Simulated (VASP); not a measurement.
# AgB2 (P6/mmm) in VASP: settings compared, part 2 of 2

VASP 6.6.1. The steps go on from the part before.

## Step 5: Single point, PBE+D4 (volume scaled by 0.98)

INCAR

```
ALGO = Normal
EDIFF = 1E-6
ENCUT = 520
GGA = PE
ISIF = 2
ISMEAR = 0
IVDW = 13
LASPH = T
LCHARG = F
LREAL = F
LWAVE = F
NBANDS = 16
NELM = 80
PREC = Accurate
SIGMA = 0.05
```

KPOINTS

```
k-points
0
Gamma
  10 10 8
```

POSCAR

```
AgB2
1.0
    2.9807690125      0.0000000000      0.0000000000
   -1.4903845063      2.5814216876      0.0000000000
    0.0000000000      0.0000000000      3.9289064688
Ag B
1 2
Direct
    0.0000000000      0.0000000000      0.0000000000
    0.3333333333      0.6666666667      0.5000000000
    0.6666666667      0.3333333333      0.5000000000
```

Potentials or basis: VASP PAW PBE potentials, release 64 (Ag, B).

Started as:

```
> cat potpaw_PBE.64/Ag/POTCAR potpaw_PBE.64/B/POTCAR > POTCAR
> mpirun -np 1 vasp_std > vasp.out
```

OUTCAR:

```text
EDIFF = 1E-6
   ENCUT = 520
   GGA = PE
   ISIF = 2
   ISMEAR = 0
   IVDW = 13
   LASPH = T
   LREAL = F
   NELM = 80
   PREC = Accurate

 ion  position               nearest neighbor table
   1  0.000  0.000  0.000-   2 2.61   3 2.61   2 2.61   3 2.61   2 2.61   2 2.61   3 2.61   3 2.61
                             3 2.61   3 2.61   2 2.61   2 2.61
   2  0.333  0.667  0.500-   3 1.72   3 1.72   3 1.72   1 2.61   1 2.61   1 2.61   1 2.61   1 2.61
                             1 2.61
   3  0.667  0.333  0.500-   2 1.72   2 1.72   2 1.72   1 2.61   1 2.61   1 2.61   1 2.61   1 2.61
                             1 2.61

  LATTYP: Found a hexagonal cell.
 ALAT       =     2.9807690125
 C/A-ratio  =     1.3180848473

  Lattice vectors:

 A1 = (   2.9807690125,   0.0000000000,   0.0000000000)
 A2 = (  -1.4903845063,   2.5814216876,   0.0000000000)
 A3 = (   0.0000000000,   0.0000000000,   3.9289064688)

Analysis of symmetry for initial positions (statically):
=====================================================================
 Subroutine PRICEL returns:
 Original cell was already a primitive cell.

 Routine SETGRP: Setting up the symmetry group for a
 hexagonal supercell.

 Subroutine GETGRP returns: Found 24 space group operations
[... 172 lines left out ...]
 fundamental gap:      0.0341486897
 Fermi energy:         7.7783301499

 k-point     1 :       0.0000    0.0000    0.0000
  band No.  band energies     occupation
      1      -4.7395      2.00000
      2       1.8464      2.00000
      3       2.7747      2.00000
      4       2.7747      2.00000
      5       3.8067      2.00000
      6       3.8067      2.00000
[... 433 lines left out ...]
      3       1.9787      2.00000
      4       2.1136      2.00000
      5       3.1539      2.00000
      6       4.2642      2.00000
[... 8 lines left out ...]
     15      21.9694      0.00000
     16      23.8773      0.00000

 [... further k-points ...]

------------------------ aborting loop because EDIFF is reached ----------------------------------------

  DFT-D4 for vdW energy calculation

  Edisp (eV):   -1.18371

  FORCE on cell =-STRESS in cart. coord.  units (eV):
  Direction    XX          YY          ZZ          XY          YZ          ZX
  --------------------------------------------------------------------------------------
  -------------------------------------------------------------------------------------
  Total       0.60013     0.60013     0.58665    -0.00000    -0.00000     0.00000
  in kB      31.80507    31.80507    31.09084    -0.00000    -0.00000     0.00000
  external pressure =       31.57 kB  Pullay stress =        0.00 kB

 VOLUME and BASIS-vectors are now :
 -----------------------------------------------------------------------------
  energy-cutoff  :      520.00
  volume of cell :       30.23
      direct lattice vectors                 reciprocal lattice vectors
     2.980769013  0.000000000  0.000000000     0.335483896  0.193691717  0.000000000
    -1.490384506  2.581421688  0.000000000     0.000000000  0.387383435  0.000000000
     0.000000000  0.000000000  3.928906469     0.000000000  0.000000000  0.254523748

 POSITION                                       TOTAL-FORCE (eV/Angst)
 -----------------------------------------------------------------------------------
      0.00000      0.00000      0.00000         0.000000      0.000000      0.000000
     -0.00000      1.72095      1.96445        -0.000000      0.000000      0.000000
      1.49038      0.86047      1.96445         0.000000     -0.000000      0.000000
 -----------------------------------------------------------------------------------
    total drift:                               -0.000000      0.000000      0.000000

  FREE ENERGIE OF THE ION-ELECTRON SYSTEM (eV)
  ---------------------------------------------------
  free  energy   TOTEN  =       -15.6970844256 eV

  energy  without entropy=      -15.6952144660  energy(sigma->0) =      -15.69614945
```

OSZICAR:

```text
N       E                     dE             d eps       ncg     rms          rms(c)
DAV:   1     0.650915504210E+02    0.65092E+02   -0.77885E+03  2272   0.962E+02
DAV:   2    -0.171018772952E+02   -0.82193E+02   -0.75188E+02  3032   0.217E+02
DAV:   3    -0.187780651143E+02   -0.16762E+01   -0.16702E+01  2464   0.315E+01
DAV:   4    -0.187826894050E+02   -0.46243E-02   -0.46238E-02  3000   0.178E+00
DAV:   5    -0.187827227336E+02   -0.33329E-04   -0.33328E-04  2448   0.148E-01    0.118E+01
DAV:   6    -0.150079718584E+02    0.37748E+01   -0.83869E+00  2744   0.443E+01    0.131E+01
DAV:   7    -0.145613715196E+02    0.44660E+00   -0.19230E+00  2320   0.159E+01    0.484E+00
DAV:   8    -0.145178557241E+02    0.43516E-01   -0.19618E-01  2592   0.485E+00    0.112E+00
DAV:   9    -0.145142448645E+02    0.36109E-02   -0.96934E-03  2728   0.160E+00    0.312E-01
DAV:  10    -0.145138222712E+02    0.42259E-03   -0.23927E-03  2624   0.583E-01    0.969E-02
DAV:  11    -0.145133697655E+02    0.45251E-03   -0.46038E-04  2640   0.317E-01    0.167E-02
DAV:  12    -0.145133783803E+02   -0.86148E-05   -0.66061E-05  2496   0.764E-02    0.107E-02
DAV:  13    -0.145133767001E+02    0.16803E-05   -0.47718E-06  2816   0.339E-02    0.244E-03
DAV:  14    -0.145133765391E+02    0.16095E-06   -0.25088E-07  1264   0.618E-03
   1 F= -.15697084E+02 E0= -.15696149E+02  d E =-.186996E-02
```

stdout:

```text
POSCAR found type information on POSCAR AgB
 POSCAR found :  2 types and       3 ions
 scaLAPACK will be used
 LDA part: xc-table for (Slater+PW92), standard interpolation
 POSCAR, INCAR and KPOINTS ok, starting setup
 FFT: planning ... GRIDC
 FFT: planning ... GRID_SOFT
 FFT: planning ... GRID
 WAVECAR not read
 entering main loop
```

Wall time 44 s (1 thread of Intel Xeon 8259CL, shared host); peak memory 0.17 GiB.

Results:

| Quantity | Value |
| --- | --- |
| Free energy | -15.6971 eV |
| Pressure | 3.2 GPa |
| Dispersion energy per atom | -0.395 eV |

Caveat: pairwise dispersion overbinds metals, which lowers pressure and volume.

## Step 6: Single point, BLYP+D3(BJ) (volume scaled by 0.96)

INCAR

```
  AGGAC = 1.0
  AGGAX = 1.0
  ALDAC = 0.0
  ALDAX = 1.0
  ALGO = Normal
  EDIFF = 1E-7
  ENCUT = 520
  GGA = B5
  ISIF = 2
  ISMEAR = 0
  IVDW = 12
  LASPH = T
  LCHARG = F
  LREAL = F
  LWAVE = F
  NBANDS = 16
  NELM = 100
  PREC = Accurate
  SIGMA = 0.05
  VDW_A1 = 0.4298
  VDW_A2 = 4.2359
  VDW_S6 = 1.0
  VDW_S8 = 2.6996
```

KPOINTS is that of step 5.

POSCAR

```
AgB2
1.0
    2.9498709224      0.0000000000      0.0000000000
   -1.4749354612      2.5546631566      0.0000000000
    0.0000000000      0.0000000000      4.0161494575
Ag B
1 2
Direct
    0.0000000000      0.0000000000      0.0000000000
    0.3333333333      0.6666666667      0.5000000000
    0.6666666667      0.3333333333      0.5000000000
```

Potentials or basis: VASP PAW PBE potentials, release 64 (Ag, B).

Started as:

```
> cat potpaw_PBE.64/Ag/POTCAR potpaw_PBE.64/B/POTCAR > POTCAR
> mpirun -np 1 vasp_std > vasp.out
```

Wall time 57 s (1 thread of Intel Xeon 8259CL, shared host); peak memory 0.18 GiB.

Results (log left out):

```
Free energy                : -14.7441 eV
Pressure                   : 6.2 GPa
Dispersion energy per atom : -0.754 eV
```

Stress tensor (GPa, compression positive):
```
6.15 0.00 0.00
0.00 6.15 0.00
0.00 0.00 6.25
```

Levels at points of the mesh, in eV from the Fermi level:
```
           k point  band 6  band 7  band 8  band 9  band 10  band 11
(0.00, 0.00, 0.00)   -4.00   -3.91    1.25    1.25     1.35     8.00
(0.50, 0.00, 0.00)   -3.39   -2.71   -1.77    2.66     3.14     4.05
(0.00, 0.00, 0.50)   -4.13   -4.13    0.94    0.94     7.62     9.20
(0.50, 0.00, 0.50)   -3.38   -2.73   -2.53   -0.42     1.60     7.10
```

Caveat: the PAW data sets were made with another functional, which shifts forces and pressure a little; pairwise dispersion overbinds metals, which lowers pressure and volume.

## Step 7: The runs side by side

| level | cell | gap on the mesh (eV) | pressure (GPa) |
| --- | --- | --- | --- |
| PBE+D4 | a = 2.968, b = 2.968, c = 3.883 Å, angles 90.0, 90.0, 120.0°, 3 atoms | none | 6.8 |
| PBE+D3(BJ) | a = 2.984, b = 2.984, c = 3.977 Å, angles 90.0, 90.0, 120.0°, 3 atoms | none | 2.0 |
| PBE+D3(BJ) | a = 2.977, b = 2.977, c = 3.996 Å, angles 90.0, 90.0, 120.0°, 3 atoms | none | 2.3 |
| PBE+D4 | a = 2.981, b = 2.981, c = 3.929 Å, angles 90.0, 90.0, 120.0°, 3 atoms | none | 3.2 |
| BLYP+D3(BJ) | a = 2.950, b = 2.950, c = 4.016 Å, angles 90.0, 90.0, 120.0°, 3 atoms | none | 6.2 |

Alike in all rows: task single point; potentials or basis VASP PAW PBE potentials, release 64 (Ag, B); no spin polarisation; k mesh 10 × 10 × 8; cutoff (eV) 520; smearing gaussian 0.05 eV.

Caveats: pairwise dispersion overbinds metals, which lowers pressure and volume; three body term missing (some runs); the PAW data sets were made with another functional, which shifts forces and pressure a little (some runs).

Absolute energies hang on the potentials; compare differences alone.
